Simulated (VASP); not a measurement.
# Sb (Cmce) in VASP: notebook

Sb is run at these levels: PBE; tasks: single point, relaxation of cell and atoms.

All numbers are computed with VASP 6.6.1; they aren't measurements. Logs are shortened: lines on timing, memory, paths and dates and some standing lists are left out, and cuts for length are marked.

## 1. The cell of the first run

It takes space group Cmce (No. 64, orthorhombic). The conventional cell has a = 6.555 Å, b = 4.333 Å, c = 8.837 Å, α = 90.00°, β = 90.00°, γ = 90.00°. Within 3.2 Å of Sb (site symmetry m) lie 3 Sb at 2.44 to 3.20 Å.

## 2. Single point, PBE

Input file INCAR:

```
SYSTEM = Sb
PREC = Accurate
ENCUT = 520
EDIFF = 1E-7
ISMEAR = 0
SIGMA = 0.1
LREAL = .False.
LASPH = .True.
NELM = 80
ALGO = Normal
ISIF = 2
LWAVE = .False.
LCHARG = .False.
GGA = PE
NBANDS = 18
```

Input file KPOINTS:

```
regular mesh
0
Gamma
  6 6 2
  0 0 0
```

Input file POSCAR:

```
Sb
1.0
    3.2776889962     -2.1663016867      0.0000000000
    3.2776889962      2.1663016867      0.0000000000
    0.0000000000      0.0000000000      8.8368844612
Sb
4
Direct
    0.8500000000      0.1500000000      0.1170000000
    0.6500000000      0.3500000000      0.6170000000
    0.1500000000      0.8500000000      0.8830000000
    0.3500000000      0.6500000000      0.3830000000
```

Potentials or basis: VASP PAW PBE potentials, release 64 (Sb).

Run with:

```sh
$ cat potpaw_PBE.64/Sb/POTCAR > POTCAR
$ mpirun -np 1 vasp_std > vasp.out
```

OUTCAR:

```text
SYSTEM = Sb
   PREC = Accurate
   ENCUT = 520
   EDIFF = 1E-7
   ISMEAR = 0
   LREAL = .False.
   LASPH = .True.
   NELM = 80
   ISIF = 2
   GGA = PE

 ion  position               nearest neighbor table
   1  0.850  0.150  0.117-   3 2.44   4 3.20   4 3.20   3 3.67
   2  0.650  0.350  0.617-   4 2.44   3 3.20   3 3.20   4 3.67
   3  0.150  0.850  0.883-   1 2.44   2 3.20   2 3.20   1 3.67
   4  0.350  0.650  0.383-   2 2.44   1 3.20   1 3.20   2 3.67

  LATTYP: Found a base centered orthorhombic cell.
 ALAT       =     4.3326033734
 B/A-ratio  =     1.5130344108
 C/A-ratio  =     2.0396246089

  Lattice vectors:

 A1 = (  -3.2776889962,  -2.1663016867,   0.0000000000)
 A2 = (   3.2776889962,  -2.1663016867,   0.0000000000)
 A3 = (   0.0000000000,   0.0000000000,   8.8368844612)

Analysis of symmetry for initial positions (statically):
=====================================================================
 Subroutine PRICEL returns:
 Original cell was already a primitive cell.

 Routine SETGRP: Setting up the symmetry group for a
 base centered orthorhombic supercell.

 Subroutine GETGRP returns: Found  8 space group operations
 (whereof  4 operations were pure point group operations)
 out of a pool of  8 trial point group operations.

The static configuration has the point symmetry C_2h.
 The point group associated with its full space group is D_2h.

Analysis of symmetry for dynamics (positions and initial velocities):
=====================================================================
 Subroutine PRICEL returns:
 Original cell was already a primitive cell.

 Routine SETGRP: Setting up the symmetry group for a
 base centered orthorhombic supercell.

 Subroutine GETGRP returns: Found  8 space group operations
 (whereof  4 operations were pure point group operations)
 out of a pool of  8 trial point group operations.

The dynamic configuration has the point symmetry C_2h.
 The point group associated with its full space group is D_2h.

 Subroutine INISYM returns: Found  8 space group operations
 (whereof  4 operations are pure point group operations),
 and found     1 'primitive' translations

----------------------------------------------------------------------------------------

                                     Primitive cell

  volume of cell :     125.4919

  direct lattice vectors                    reciprocal lattice vectors
     3.277688996 -2.166301687  0.000000000     0.152546505 -0.230808111  0.000000000
     3.277688996  2.166301687  0.000000000     0.152546505  0.230808111  0.000000000
     0.000000000  0.000000000  8.836884461     0.000000000  0.000000000  0.113162054

  length of vectors
     3.928881285  3.928881285  8.836884461     0.276663731  0.276663731  0.113162054

  position of ions in fractional coordinates (direct lattice)
     0.850000000  0.150000000  0.117000000
     0.650000000  0.350000000  0.617000000
     0.150000000  0.850000000  0.883000000
     0.350000000  0.650000000  0.383000000

  ion indices of the primitive-cell ions
   primitive index   ion index
                 1           1
                 2           2
                 3           3
                 4           4

----------------------------------------------------------------------------------------

 KPOINTS: regular mesh

Automatic generation of k-mesh.
 Grid dimensions read from file:
 generate k-points for:    6    6    2

 Generating k-lattice:

  Cartesian coordinates                     Fractional coordinates (reciprocal lattice)
     0.025424417 -0.038468018  0.000000000     0.166666667  0.000000000  0.000000000
     0.025424417  0.038468018  0.000000000     0.000000000  0.166666667  0.000000000
     0.000000000  0.000000000  0.056581027     0.000000000  0.000000000  0.500000000

  Length of vectors
     0.046110622  0.046110622  0.056581027

  Shift w.r.t. Gamma in fractional coordinates (k-lattice)
     0.000000000  0.000000000  0.000000000

 Subroutine IBZKPT returns following result:
 ===========================================

 Found     26 irreducible k-points:

 Following reciprocal coordinates:
            Coordinates               Weight
  0.000000  0.000000  0.000000      1.000000
  0.166667  0.000000  0.000000      4.000000
  0.333333  0.000000  0.000000      4.000000
  0.500000  0.000000  0.000000      2.000000
  0.166667  0.166667  0.000000      2.000000
  0.333333  0.166667  0.000000      4.000000
[... 16 lines left out ...]
  0.333333  0.333333  0.500000      2.000000
  0.500000  0.333333  0.500000      4.000000
 [... further k-points ...]
   k-points           NKPTS =     26   k-points in BZ     NKDIM =     26   number of bands    NBANDS=     18
   number of dos      NEDOS =    301   number of ions     NIONS =      4
   total plane-waves  NPLWV =  63000
   dimension x,y,z NGX =    30 NGY =   30 NGZ =   70
   dimension x,y,z NGXF=    60 NGYF=   60 NGZF=  140
   ions per type =               4
   NGX,Y,Z   is equivalent  to a cutoff of  12.69, 12.69, 13.17 a.u.
   NGXF,Y,Z  is equivalent  to a cutoff of  25.39, 25.39, 26.34 a.u.
 SYSTEM =  Sb
   PREC   = accura    normal or accurate (medium, high low for compatibility)
   ISTART =      0    job   : 0-new  1-cont  2-samecut
   ICHARG =      2    charge: 1-file 2-atom 10-const
   ISPIN  =      1    spin polarized calculation?
   LNONCOLLINEAR =      F non collinear calculations
   LSORBIT =      F    spin-orbit coupling
   LASPH  =      T    aspherical Exc in radial PAW
   ENCUT  =  520.0 eV  38.22 Ry    6.18 a.u.   7.31  7.31 16.43*2*pi/ulx,y,z
   NELM   =     80;   NELMIN=  2; NELMDL= -5     # of ELM steps
   EDIFF  = 0.1E-06   stopping-criterion for ELM
   LREAL  =      F    real-space projection
   EDIFFG = 0.1E-05   stopping-criterion for IOM
   NSW    =      0    number of steps for IOM
   IBRION =     -1    ionic relax: 0-MD 1-quasi-New 2-CG
   NFREE  =      0    steps in history (QN), initial steepest desc. (CG)
   ISIF   =      2    stress and relaxation
   ISYM   =      2    0-nonsym 1-usesym 2-fastsym
   POTIM  = 0.5000    time-step for ionic-motion
   TEBEG  =    0.0;   TEEND  =   0.0 temperature during run
   PSTRESS=    0.0 pullay stress
   NELECT =      20.0000    total number of electrons
   NUPDOWN=      -1.0000    fix difference up-down
   EMIN   =  10.00;   EMAX   =-10.00  energy-range for DOS
   EFERMI =   0.00;   METHOD = LEGACY
   ISMEAR =     0;   SIGMA  =   0.10  broadening in eV -4-tet -1-fermi 0-gaus
   EFERMI_NEDOS =   21; number of points for ismear=-14 and -15
   IALGO  =     38    algorithm
   IMIX   =      4    mixing-type and parameters
     AMIX     =   0.40;   BMIX     =  1.00
     AMIX_MAG =   1.60;   BMIX_MAG =  1.00
  volume/ion in A,a.u.               =      31.37       211.72
  Fermi-wavevector in a.u.,A,eV,Ry     =   0.887591  1.677304 10.718911  0.787818
  Thomas-Fermi vector in A             =   2.008909
   LORBIT       =      0    0 simple, 1 ext, 2 COOP (PROOUT), +10 PAW based schemes
   GGA     = PE    functional components
   LHFCALC =     F    Hartree Fock is set to
   AEXX    =    0.0000 exact exchange contribution
   IVDW    =     0    specifies the selected vdW correction
   LEPSILON=     F    determine dielectric tensor
   LRPA    =     F    only Hartree local field effects (RPA)
 non-spin polarized calculation
 Gauss-broadening in eV      SIGMA  =   0.10
  energy-cutoff  :      520.00
  volume of cell :      125.49
 maximum number of plane-waves:      3400
 NGX is ok and might be reduce to    30
   NGX = 15   NGY = 15   NGZ = 33

 number of electron      19.9999999 magnetization

 Free energy of the ion-electron system (eV)
  ---------------------------------------------------
  ext. energy  EPLUGINS =         0.00000000
  ---------------------------------------------------
  free energy    TOTEN  =       -13.11876172 eV

  energy without entropy =      -13.11432599  energy(sigma->0) =      -13.11654385

 E-fermi :   6.4073     XC(G=0):  -9.4152

 val. band max:        6.2977857564   @ k =   0.5000   0.3333   0.5000
 cond. band min:       6.5113253300   @ k =   0.1667   0.1667   0.5000
 fundamental gap:      0.2135395736
 Fermi energy:         6.4073092642

 k-point     1 :       0.0000    0.0000    0.0000
  band No.  band energies     occupation
      1      -5.9388      2.00000
      2      -4.7730      2.00000
      3      -3.0426      2.00000
      4       0.8982      2.00000
      5       2.4475      2.00000
      6       5.3981      2.00000
[... 10 lines left out ...]
     17      12.5330      0.00000
     18      12.5777      0.00000

 k-point     2 :       0.1667    0.0000    0.0000
  band No.  band energies     occupation
      1      -5.6949      2.00000
      2      -4.5938      2.00000
      3      -2.7835      2.00000
      4       0.5735      2.00000
      5       2.5065      2.00000
      6       4.4961      2.00000
[... 10 lines left out ...]
     17      12.1126      0.00000
     18      12.2361      0.00000

 k-point     3 :       0.3333    0.0000    0.0000
  band No.  band energies     occupation
      1      -5.0351      2.00000
      2      -4.2289      2.00000
      3      -2.0815      2.00000
      4      -0.3787      2.00000
      5       1.9517      2.00000
      6       2.6253      2.00000
[... 10 lines left out ...]
     17      12.4207      0.00000
     18      12.9375      0.00000

 k-point     4 :       0.5000    0.0000    0.0000
  band No.  band energies     occupation
      1      -4.3107      2.00000
      2      -4.3107      2.00000
      3      -1.2629      2.00000
      4      -1.2629      2.00000
      5       1.4886      2.00000
      6       1.4886      2.00000
[... 375 lines left out ...]
      4      -1.2274      2.00000
      5       2.7536      2.00000
      6       2.7536      2.00000
[... 10 lines left out ...]
     17      12.9109      0.00000
     18      12.9109      0.00000

 k-point    23 :       0.3333    0.3333    0.5000
  band No.  band energies     occupation
      1      -4.6401      2.00000
      2      -4.6401      2.00000
      3      -0.6694      2.00000
      4      -0.6694      2.00000
      5       2.9984      2.00000
      6       2.9984      2.00000
[... 10 lines left out ...]
     17      12.0573      0.00000
     18      12.0573      0.00000

 k-point    24 :       0.5000    0.3333    0.5000
  band No.  band energies     occupation
      1      -4.2662      2.00000
      2      -4.2662      2.00000
      3      -0.6024      2.00000
      4      -0.6024      2.00000
      5       2.4486      2.00000
      6       2.4486      2.00000
[... 10 lines left out ...]
     17      12.8299      0.00000
     18      12.8299      0.00000

 [... further k-points ...]
[... 5 lines left out ...]
  --------------------------------------------------------------------------------------
  -------------------------------------------------------------------------------------
  Total       -1.3985782      4.5806165     14.7619871      0.0000000      0.0000000      0.0000000
  in kB      -17.8558896     58.4815217    188.4688370      0.0000000      0.0000000      0.0000000
  external PRESSURE =      76.3648230 kB  Pullay stress =       0.0000000 kB

 VOLUME and BASIS-vectors are now :
 -----------------------------------------------------------------------------
  energy-cutoff  :      520.00
  volume of cell :      125.49
      direct lattice vectors                 reciprocal lattice vectors
     3.277688996 -2.166301687  0.000000000     0.152546505 -0.230808111  0.000000000
     3.277688996  2.166301687  0.000000000     0.152546505  0.230808111  0.000000000
     0.000000000  0.000000000  8.836884461     0.000000000  0.000000000  0.113162054

 POSITION                                       TOTAL-FORCE (eV/Angst)
 -----------------------------------------------------------------------------------
      3.27769     -1.51641      1.03392         0.000000      2.325475      3.322344
      3.27769     -0.64989      5.45236         0.000000     -2.325475      3.322344
      3.27769      1.51641      7.80297         0.000000     -2.325475     -3.322344
      3.27769      0.64989      3.38453         0.000000      2.325475     -3.322344
 -----------------------------------------------------------------------------------
    total drift:                                0.000000     -0.000000      0.000000

  FREE ENERGIE OF THE ION-ELECTRON SYSTEM (eV)
  ---------------------------------------------------
  free  energy   TOTEN  =       -13.1187617158 eV

  energy  without entropy=      -13.1143259940  energy(sigma->0) =      -13.11654385
```

Run time: 43 s. Hardware: 1 thread of Intel Xeon Platinum 8559C (Emerald Rapids), shared host; peak memory 0.24 GiB.

What came out:

```
Free energy            : -13.1188 eV
Pressure               : 7.6 GPa
Largest force          : 4.055 eV/Å
Band gap on the k mesh : zero (band 10 reaches 7.38 eV, above the bottom of band 11 at 5.18 eV)
```

Forces on the atoms (eV/Å):
```
Sb   0.000  2.325  3.322
Sb   0.000 -2.325  3.322
Sb   0.000 -2.325 -3.322
Sb   0.000  2.325 -3.322
```

Stress tensor (GPa, compression positive):
```
-1.79  0.00  0.00
 0.00  5.85  0.00
 0.00  0.00 18.85
```

Levels at points of the mesh, in eV from the Fermi level:
| k point | band 8 | band 9 | band 10 | band 11 | band 12 | band 13 |
| --- | --- | --- | --- | --- | --- | --- |
| (0.00, 0.00, 0.00) | 0.60 | 0.83 | 0.97 | 1.31 | 1.44 | 2.13 |
| (0.50, 0.00, 0.00) | -1.31 | -0.36 | -0.36 | 0.11 | 0.11 | 1.42 |
| (0.50, 0.50, 0.00) | -2.43 | -2.16 | -1.52 | -0.79 | 0.18 | 0.58 |
| (0.00, 0.00, 0.50) | 0.18 | 0.90 | 0.90 | 1.23 | 1.23 | 2.32 |
| (0.50, 0.00, 0.50) | -3.50 | -0.58 | -0.58 | 0.72 | 0.72 | 3.23 |
| (0.50, 0.50, 0.50) | -2.65 | -0.51 | -0.51 | -0.46 | -0.46 | 0.19 |

Caveat: spin-orbit coupling is left out, which moves the levels of the heavy elements; forces of over 1 eV/Å act on the atoms, so gaps and moduli don't describe the material at rest.

## 3. Single point, PBE

This run uses another cell than the first one, of 32.52 Å³/atom, 1.037 times its volume.

Input file INCAR:

```
ALGO     = Normal         # electronic algorithm
EDIFF    = 1E-6           # SCF threshold, eV
ENCUT    = 520            # plane-wave cutoff, eV
GGA      = PE             # functional
ISIF     = 2              # what is computed and relaxed
ISMEAR   = 0              # smearing method
LASPH    = True           # aspherical terms in the spheres
LCHARG   = False          # write CHGCAR
LREAL    = False          # projectors in reciprocal space
LWAVE    = False          # write WAVECAR
NBANDS   = 18             # bands
NELM     = 100            # most SCF steps
PREC     = Accurate       # precision mode
SIGMA    = 0.1            # smearing width, eV
```

Input file KPOINTS:

```
k-points
0
Gamma
  6 6 4
```

Input file POSCAR:

```
Sb
1.0
    2.1865932084     -6.2397963694      0.0000000000
    2.1865932084      6.2397963694      0.0000000000
    0.0000000000      0.0000000000      4.7671224770
Sb
4
Direct
    0.1140355186      0.8859644814      0.9557294494
    0.6140355186      0.3859644814      0.5442705506
    0.8859644814      0.1140355186      0.0442705506
    0.3859644814      0.6140355186      0.4557294494
```

Potentials or basis: VASP PAW PBE potentials, release 64 (Sb).

Run with:

```sh
$ cat potpaw_PBE.64/Sb/POTCAR > POTCAR
$ mpirun -np 1 vasp_std > vasp.out
```

OUTCAR:

```text
EDIFF = 1E-6
   ENCUT = 520
   GGA = PE
   ISIF = 2
   ISMEAR = 0
   LASPH = True
   LREAL = False
   NELM = 100
   PREC = Accurate

 ion  position               nearest neighbor table
   1  0.114  0.886  0.956-   3 2.88   2 2.94   2 2.94   2 3.56   2 3.56
   2  0.614  0.386  0.544-   4 2.88   1 2.94   1 2.94   1 3.56   1 3.56
   3  0.886  0.114  0.044-   1 2.88   4 2.94   4 2.94   4 3.56   4 3.56
   4  0.386  0.614  0.456-   2 2.88   3 2.94   3 2.94   3 3.56   3 3.56

  LATTYP: Found a base centered orthorhombic cell.
 ALAT       =     4.3731864168
 B/A-ratio  =     2.8536612779
 C/A-ratio  =     1.0900798692

  Lattice vectors:

 A1 = (   2.1865932084,  -6.2397963694,   0.0000000000)
 A2 = (   2.1865932084,   6.2397963694,   0.0000000000)
 A3 = (   0.0000000000,   0.0000000000,   4.7671224770)

Analysis of symmetry for initial positions (statically):
=====================================================================
 Subroutine PRICEL returns:
[... 172 lines left out ...]
  ext. energy  EPLUGINS =         0.00000000
  ---------------------------------------------------
  free energy    TOTEN  =       -16.40068432 eV

  energy without entropy =      -16.39975434  energy(sigma->0) =      -16.40021933

 E-fermi :   6.0056     XC(G=0):  -9.2106

 val. band max:        5.9370069942   @ k =  -0.3333   0.3333   0.0000
 cond. band min:       6.0387519237   @ k =   0.5000   0.5000   0.0000
 fundamental gap:      0.1017449295
 Fermi energy:         6.0055594555

 k-point     1 :       0.0000    0.0000    0.0000
  band No.  band energies     occupation
      1      -5.9253      2.00000
      2      -3.6154      2.00000
      3      -1.4821      2.00000
      4       0.8824      2.00000
      5       1.2754      2.00000
      6       2.7895      2.00000
[... 481 lines left out ...]
      5       2.2235      2.00000
      6       3.3475      2.00000
[... 10 lines left out ...]
     17      11.1889      0.00000
     18      12.1110      0.00000

 [... further k-points ...]
[... 5 lines left out ...]
  --------------------------------------------------------------------------------------
  -------------------------------------------------------------------------------------
  Total        0.1934508      0.2185410     -0.0064061      0.0000000      0.0000000      0.0000000
  in kB        2.3826282      2.6916518     -0.0789005      0.0000000      0.0000000      0.0000000
  external PRESSURE =       1.6651265 kB  Pullay stress =       0.0000000 kB

 VOLUME and BASIS-vectors are now :
 -----------------------------------------------------------------------------
  energy-cutoff  :      520.00
  volume of cell :      130.08
      direct lattice vectors                 reciprocal lattice vectors
     2.186593208 -6.239796369  0.000000000     0.228666218 -0.080130820  0.000000000
     2.186593208  6.239796369  0.000000000     0.228666218  0.080130820  0.000000000
     0.000000000  0.000000000  4.767122477     0.000000000  0.000000000  0.209770151

 POSITION                                       TOTAL-FORCE (eV/Angst)
 -----------------------------------------------------------------------------------
      2.18659      4.81668      4.55608         0.000000     -0.049438      0.020749
      2.18659     -1.42312      2.59460         0.000000     -0.049438     -0.020749
      2.18659     -4.81668      0.21104         0.000000      0.049438     -0.020749
      2.18659      1.42312      2.17252         0.000000      0.049438      0.020749
 -----------------------------------------------------------------------------------
    total drift:                                0.000000      0.000000     -0.000000

  FREE ENERGIE OF THE ION-ELECTRON SYSTEM (eV)
  ---------------------------------------------------
  free  energy   TOTEN  =       -16.4006843180 eV

  energy  without entropy=      -16.3997543426  energy(sigma->0) =      -16.40021933
```

stdout:

```text
POSCAR found type information on POSCAR Sb
 POSCAR found :  1 types and       4 ions
 scaLAPACK will be used
 LDA part: xc-table for (Slater+PW92), standard interpolation
 POSCAR, INCAR and KPOINTS ok, starting setup
 FFT: planning ... GRIDC
 FFT: planning ... GRID_SOFT
 FFT: planning ... GRID
 WAVECAR not read
 entering main loop
```

It took 70 s on 1 thread of Intel Xeon Platinum 8559C (Emerald Rapids), shared host; peak memory 0.29 GiB.

What came out:

```yaml
Free_energy: -16.4007 eV
Pressure: 0.2 GPa
Largest_force: 0.054 eV/Å
Band_gap_on_the_k_mesh: 0.10 eV, indirect (least direct gap 0.39 eV)
```

Forces in eV/Å, atoms in the order of the input:
```
Sb   0.000 -0.049  0.021
Sb   0.000 -0.049 -0.021
Sb   0.000  0.049 -0.021
Sb   0.000  0.049  0.021
```

Stress tensor (GPa, compression positive):
```
 0.24  0.00  0.00
 0.00  0.27  0.00
 0.00  0.00 -0.01
```

Caveat: spin-orbit coupling is left out, which moves the levels of the heavy elements. A k mesh can miss the band edges.

[end of part 1 of 2]
